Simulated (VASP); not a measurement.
# C (P6_3/mmc) in VASP: further runs

C is run at these levels: LDA; tasks: single point.

Program: VASP 6.6.1. These are calculated values, not measurements. Logs are shortened: lines on timing, memory, paths and dates and some standing lists are left out, and cuts for length are marked.

## Step 1: The cell of the first run

It takes space group P6_3/mmc (No. 194, hexagonal). The conventional cell has a = 2.608 Å, b = 2.608 Å, c = 11.882 Å, α = 90.00°, β = 90.00°, γ = 120.00°. Within 2.0 Å of C (site symmetry 3m) lie 4 C at 1.50 to 1.59 Å. C (site symmetry 3m) has 4 C at 1.48 to 1.58 Å within 2.0 Å. C (site symmetry 3m) has 4 C at 1.48 to 1.59 Å within 2.0 Å.

## Step 2: Single point, LDA

File INCAR:

```
SYSTEM = C
ALGO = Normal ; EDIFF = 1E-7
ENCUT = 520 ; GGA = CA
ISIF = 2 ; ISMEAR = 0
LASPH = .TRUE. ; LCHARG = .TRUE.
LELF = .TRUE. ; LREAL = .FALSE.
LVHAR = .TRUE. ; LWAVE = .FALSE.
NBANDS = 36 ; NELM = 60
PREC = Accurate ; SIGMA = 0.05
```

File KPOINTS:

```
k-points
0
G
  12 12 2
  0 0 0
```

File POSCAR:

```
C
1.0
    2.6084000000      0.0000000000      0.0000000000
   -1.3042000000      2.2589406632      0.0000000000
    0.0000000000      0.0000000000     11.8821000000
C
12
Direct
    0.0000000000      0.0000000000      0.1868599868
    0.0000000000      0.0000000000      0.6868599868
    0.0000000000      0.0000000000      0.3131400132
    0.0000000000      0.0000000000      0.8131400132
    0.3333333333      0.6666666667      0.5207718743
    0.6666666667      0.3333333333      0.0207718743
    0.3333333333      0.6666666667      0.9792281257
    0.6666666667      0.3333333333      0.4792281257
    0.3333333333      0.6666666667      0.6450609412
    0.6666666667      0.3333333333      0.1450609412
    0.3333333333      0.6666666667      0.8549390588
    0.6666666667      0.3333333333      0.3549390588
```

Potentials or basis: VASP PAW LDA potentials, release 64 (C).

Command:

```
> cat potpaw_LDA.64/C/POTCAR > POTCAR
> mpirun -np 1 vasp_std > vasp.out
```

OUTCAR:

```text
SYSTEM = C
   EDIFF = 1E-7
   ENCUT = 520
   GGA = CA
   ISIF = 2
   ISMEAR = 0
   LASPH = .TRUE.
   LREAL = .FALSE.
   NELM = 60
   PREC = Accurate

 ion  position               nearest neighbor table
   1  0.000  0.000  0.187-   3 1.50  10 1.59  10 1.59  10 1.59
   2  0.000  0.000  0.687-   4 1.50   9 1.59   9 1.59   9 1.59
   3  0.000  0.000  0.313-   1 1.50  12 1.59  12 1.59  12 1.59
   4  0.000  0.000  0.813-   2 1.50  11 1.59  11 1.59  11 1.59
   5  0.333  0.667  0.521-   9 1.48   8 1.58   8 1.58   8 1.58
   6  0.667  0.333  0.021-  10 1.48   7 1.58   7 1.58   7 1.58
   7  0.333  0.667  0.979-  11 1.48   6 1.58   6 1.58   6 1.58
   8  0.667  0.333  0.479-  12 1.48   5 1.58   5 1.58   5 1.58
   9  0.333  0.667  0.645-   5 1.48   2 1.59   2 1.59   2 1.59
  10  0.667  0.333  0.145-   6 1.48   1 1.59   1 1.59   1 1.59
  11  0.333  0.667  0.855-   7 1.48   4 1.59   4 1.59   4 1.59
  12  0.667  0.333  0.355-   8 1.48   3 1.59   3 1.59   3 1.59

  LATTYP: Found a hexagonal cell.
 ALAT       =     2.6084000000
 C/A-ratio  =     4.5553212697

  Lattice vectors:

 A1 = (   2.6084000000,   0.0000000000,   0.0000000000)
 A2 = (  -1.3042000000,   2.2589406632,   0.0000000000)
 A3 = (   0.0000000000,   0.0000000000,  11.8821000000)

Analysis of symmetry for initial positions (statically):
=====================================================================
 Subroutine PRICEL returns:
 Original cell was already a primitive cell.

 Routine SETGRP: Setting up the symmetry group for a
 hexagonal supercell.

 Subroutine GETGRP returns: Found 24 space group operations
 (whereof 12 operations were pure point group operations)
 out of a pool of 24 trial point group operations.

The static configuration has the point symmetry D_3d.
 The point group associated with its full space group is D_6h.

Analysis of symmetry for dynamics (positions and initial velocities):
=====================================================================
 Subroutine PRICEL returns:
 Original cell was already a primitive cell.

 Routine SETGRP: Setting up the symmetry group for a
 hexagonal supercell.

 Subroutine GETGRP returns: Found 24 space group operations
 (whereof 12 operations were pure point group operations)
 out of a pool of 24 trial point group operations.

[... 128 lines left out ...]
   ISYM   =      2    0-nonsym 1-usesym 2-fastsym
   POTIM  = 0.5000    time-step for ionic-motion
   TEBEG  =    0.0;   TEEND  =   0.0 temperature during run
   PSTRESS=    0.0 pullay stress
   NELECT =      48.0000    total number of electrons
   NUPDOWN=      -1.0000    fix difference up-down
   EMIN   =  10.00;   EMAX   =-10.00  energy-range for DOS
   EFERMI =   0.00;   METHOD = LEGACY
   ISMEAR =     0;   SIGMA  =   0.05  broadening in eV -4-tet -1-fermi 0-gaus
   EFERMI_NEDOS =   21; number of points for ismear=-14 and -15
   IALGO  =     38    algorithm
   IMIX   =      4    mixing-type and parameters
     AMIX     =   0.40;   BMIX     =  1.00
     AMIX_MAG =   1.60;   BMIX_MAG =  1.00
  volume/ion in A,a.u.               =       5.83        39.37
  Fermi-wavevector in a.u.,A,eV,Ry     =   1.443548  2.727910 28.352232  2.083830
  Thomas-Fermi vector in A             =   2.561943
   LORBIT       =      0    0 simple, 1 ext, 2 COOP (PROOUT), +10 PAW based schemes
   GGA     = CA    functional components
   LHFCALC =     F    Hartree Fock is set to
   AEXX    =    0.0000 exact exchange contribution
   IVDW    =     0    specifies the selected vdW correction
   LEPSILON=     F    determine dielectric tensor
   LRPA    =     F    only Hartree local field effects (RPA)
 non-spin polarized calculation
 Gauss-broadening in eV      SIGMA  =   0.05
  energy-cutoff  :      520.00
  volume of cell :       70.01
 maximum number of plane-waves:      1929
 NGX is ok and might be reduce to    20
   NGX =  9   NGY =  9   NGZ = 45

 number of electron      47.9999998 magnetization

 Free energy of the ion-electron system (eV)
  ---------------------------------------------------
  ext. energy  EPLUGINS =         0.00000000
  ---------------------------------------------------
  free energy    TOTEN  =      -120.09412652 eV

  energy without entropy =     -120.09412652  energy(sigma->0) =     -120.09412652

 E-fermi :   9.7167     XC(G=0): -13.3566

 val. band max:        9.4875363009   @ k =   0.0000   0.0000   0.0000
 cond. band min:      12.8943312519   @ k =   0.5000  -0.0000   0.0000
 fundamental gap:      3.4067949510
 Fermi energy:         9.7166972702

 k-point     1 :       0.0000    0.0000    0.0000
  band No.  band energies     occupation
      1     -11.6658      2.00000
      2     -10.8607      2.00000
      3     -10.8080      2.00000
      4      -8.4047      2.00000
      5      -8.3498      2.00000
      6      -4.8736      2.00000
[... 925 lines left out ...]
     35      19.3993      0.00000
     36      19.3993      0.00000

 [... further k-points ...]

------------------------ aborting loop because EDIFF is reached ----------------------------------------

  FORCE on cell =-STRESS in cart. coord.  units (eV):
  Direction    XX          YY          ZZ          XY          YZ          ZX
  --------------------------------------------------------------------------------------
  -------------------------------------------------------------------------------------
  Total      -21.7242352    -21.7242352     18.5685216      0.0000000      0.0000000      0.0000000
  in kB     -497.1447541   -497.1447541    424.9283362      0.0000000      0.0000000      0.0000000
  external PRESSURE =    -189.7870574 kB  Pullay stress =       0.0000000 kB

 VOLUME and BASIS-vectors are now :
 -----------------------------------------------------------------------------
  energy-cutoff  :      520.00
  volume of cell :       70.01
      direct lattice vectors                 reciprocal lattice vectors
     2.608400000  0.000000000  0.000000000     0.383376783  0.221342689  0.000000000
    -1.304200000  2.258940663  0.000000000     0.000000000  0.442685377  0.000000000
     0.000000000  0.000000000 11.882100000     0.000000000  0.000000000  0.084160207

 POSITION                                       TOTAL-FORCE (eV/Angst)
 -----------------------------------------------------------------------------------
      0.00000      0.00000      2.22029         0.000000      0.000000     -0.506781
      0.00000      0.00000      8.16134        -0.000000     -0.000000     -0.506781
      0.00000      0.00000      3.72076         0.000000      0.000000      0.506781
      0.00000      0.00000      9.66181        -0.000000     -0.000000      0.506781
     -0.00000      1.50596      6.18786         0.000000     -0.000000     -0.529654
      1.30420      0.75298      0.24681        -0.000000     -0.000000     -0.529654
     -0.00000      1.50596     11.63529         0.000000      0.000000      0.529654
      1.30420      0.75298      5.69424        -0.000000      0.000000      0.529654
     -0.00000      1.50596      7.66468        -0.000000      0.000000      0.300854
      1.30420      0.75298      1.72363         0.000000     -0.000000      0.300854
     -0.00000      1.50596     10.15847        -0.000000      0.000000     -0.300854
      1.30420      0.75298      4.21742         0.000000     -0.000000     -0.300854
 -----------------------------------------------------------------------------------
    total drift:                                0.000000      0.000000      0.000000

  FREE ENERGIE OF THE ION-ELECTRON SYSTEM (eV)
  ---------------------------------------------------
  free  energy   TOTEN  =      -120.0941265240 eV

  energy  without entropy=     -120.0941265240  energy(sigma->0) =     -120.09412652
```

Run time: 68 s. Hardware: 1 thread of Intel Xeon Platinum 8488C (Sapphire Rapids), shared host; peak memory 0.18 GiB.

Results:

| Property | Result |
| --- | --- |
| Free energy | -120.0941 eV |
| Pressure | -19.0 GPa |
| Largest force | 0.530 eV/Å |
| Band gap on the k mesh | 3.41 eV (least direct gap 4.35 eV) |

Forces on the atoms (eV/Å):
```
C    0.000  0.000 -0.507
C    0.000  0.000 -0.507
C    0.000  0.000  0.507
C    0.000  0.000  0.507
C    0.000  0.000 -0.530
C    0.000  0.000 -0.530
C    0.000  0.000  0.530
C    0.000  0.000  0.530
C    0.000  0.000  0.301
C    0.000  0.000  0.301
C    0.000  0.000 -0.301
C    0.000  0.000 -0.301
```

Stress tensor (GPa, compression positive):
```
-49.71   0.00   0.00
  0.00 -49.71   0.00
  0.00   0.00  42.49
```

Caveat: the stress differs along the axes, from -50 to 42 GPa. A k mesh can miss the band edges.

## Step 3: Single point, LDA

This run uses another cell than the first one, of 5.87 Å³/atom.

File INCAR:

```
PREC = Accurate
ENCUT = 520
EDIFF = 1E-6
ISMEAR = 0
SIGMA = 0.05
LREAL = F
LASPH = T
NELM = 100
ALGO = Normal
ISIF = 2
LWAVE = F
LCHARG = F
GGA = CA
NBANDS = 36
```

File KPOINTS:

```
regular mesh
0
Gamma
  12 12 2
```

POSCAR: that of step 2 with these lines changed.

```diff
@@ -2,5 +2,5 @@
 1.0
-    2.6084000000      0.0000000000      0.0000000000
-   -1.3042000000      2.2589406632      0.0000000000
-    0.0000000000      0.0000000000     11.8821000000
+    2.5503000000      0.0000000000      0.0000000000
+   -1.2751500000      2.2086245873      0.0000000000
+    0.0000000000      0.0000000000     12.4967000000
 C
```

Potentials or basis: VASP PAW LDA potentials, release 64 (C).

Command:

```
> cat potpaw_LDA.64/C/POTCAR > POTCAR
> mpirun -np 1 vasp_std > vasp.out
```

Run time: 66 s. Hardware: 1 thread of Intel Xeon Platinum 8488C (Sapphire Rapids), shared host; peak memory 0.18 GiB.

It converged, with:

```yaml
Free_energy: -121.0777 eV
Pressure: -24.7 GPa
Largest_force: 0.051 eV/Å
Band_gap_on_the_k_mesh: 4.29 eV (least direct gap 5.18 eV)
```

Forces on the atoms (eV/Å):
```
C    0.000  0.000 -0.051
C    0.000  0.000 -0.051
C    0.000  0.000  0.051
C    0.000  0.000  0.051
C    0.000  0.000 -0.020
C    0.000  0.000 -0.020
C    0.000  0.000  0.020
C    0.000  0.000  0.020
C    0.000  0.000  0.018
C    0.000  0.000  0.018
C    0.000  0.000 -0.018
C    0.000  0.000 -0.018
```

Stress tensor (GPa, compression positive):
```
-27.06   0.00   0.00
  0.00 -27.06   0.00
  0.00   0.00 -20.07
```

Levels at points of the mesh, in eV from the valence-band top:
| k point | band 21 | band 22 | band 23 | band 24 | band 25 | band 26 | band 27 | band 28 |
| --- | --- | --- | --- | --- | --- | --- | --- | --- |
| (0.00, 0.00, 0.00) | -0.97 | -0.15 | 0.00 | 0.00 | 5.18 | 5.18 | 5.51 | 6.26 |
| (0.50, 0.00, 0.00) | -3.94 | -3.89 | -3.49 | -2.78 | 4.41 | 5.01 | 5.07 | 5.51 |
| (0.00, 0.00, 0.50) | -0.32 | -0.32 | -0.32 | -0.32 | 5.57 | 5.57 | 5.57 | 5.57 |
| (0.50, 0.00, 0.50) | -3.64 | -3.64 | -3.12 | -3.12 | 4.58 | 4.58 | 5.76 | 5.76 |

Caveat: the stress differs along the axes, from -27 to -20 GPa.

## Step 4: Single point, LDA

This run uses another cell than the first one, of 5.93 Å³/atom.

File INCAR:

```
SYSTEM = C
PREC = Accurate ; ENCUT = 520
EDIFF = 1E-6 ; ISMEAR = 0
SIGMA = 0.05 ; LREAL = .FALSE.
LASPH = .TRUE. ; NELM = 60
ALGO = Normal ; ISIF = 2
LWAVE = .FALSE. ; LCHARG = .FALSE.
NBANDS = 36
```

File KPOINTS:

```
regular mesh
0
G
  12 12 2
  0 0 0
```

POSCAR: that of step 3 with these lines changed.

```diff
@@ -2,5 +2,5 @@
 1.0
-    2.5503000000      0.0000000000      0.0000000000
-   -1.2751500000      2.2086245873      0.0000000000
-    0.0000000000      0.0000000000     12.4967000000
+    2.6084000000      0.0000000000      0.0000000000
+   -1.3042000000      2.2589406632      0.0000000000
+    0.0000000000      0.0000000000     12.0869000000
 C
```

Command:

```
> cat potpaw_LDA.64/C/POTCAR > POTCAR
> mpirun -np 1 vasp_std > vasp.out
```

It took 65 s on 1 thread of Intel Xeon Platinum 8488C (Sapphire Rapids), shared host; peak memory 0.18 GiB.

Results (log left out):

| Item | Value |
| --- | --- |
| Free energy | -120.3252 eV |
| Pressure | -26.8 GPa |
| Largest force | 0.284 eV/Å |
| Band gap on the k mesh | 3.62 eV (least direct gap 4.52 eV) |

Forces in eV/Å, atoms in the order of the input:
```
C    0.000  0.000 -0.284
C    0.000  0.000 -0.284
C    0.000  0.000  0.284
C    0.000  0.000  0.284
C    0.000  0.000 -0.281
C    0.000  0.000 -0.281
C    0.000  0.000  0.281
C    0.000  0.000  0.281
C    0.000  0.000  0.127
C    0.000  0.000  0.127
C    0.000  0.000 -0.127
C    0.000  0.000 -0.127
```

Stress tensor (GPa, compression positive):
```
-49.58   0.00   0.00
  0.00 -49.58   0.00
  0.00   0.00  18.78
```

Levels at points of the mesh, in eV from the valence-band top:
```tsv
k point	band 20	band 21	band 22	band 23	band 24	band 25	band 26	band 27	band 28	band 29
(0.00, 0.00, 0.00)	-1.21	-1.21	-0.32	0.00	0.00	4.52	4.52	5.80	5.80	6.23
(0.50, 0.00, 0.00)	-4.12	-3.94	-3.88	-3.46	-2.52	3.62	4.30	4.43	6.14	6.36
(0.00, 0.00, 0.50)	-1.17	-0.42	-0.42	-0.42	-0.42	5.00	5.00	5.00	5.00	6.26
(0.50, 0.00, 0.50)	-4.95	-3.54	-3.54	-2.95	-2.95	3.81	3.81	5.27	5.27	6.46
```

Caveat: the stress differs along the axes, from -50 to 19 GPa. A k mesh can miss the band edges.

(Continued in part 2 of 2.)
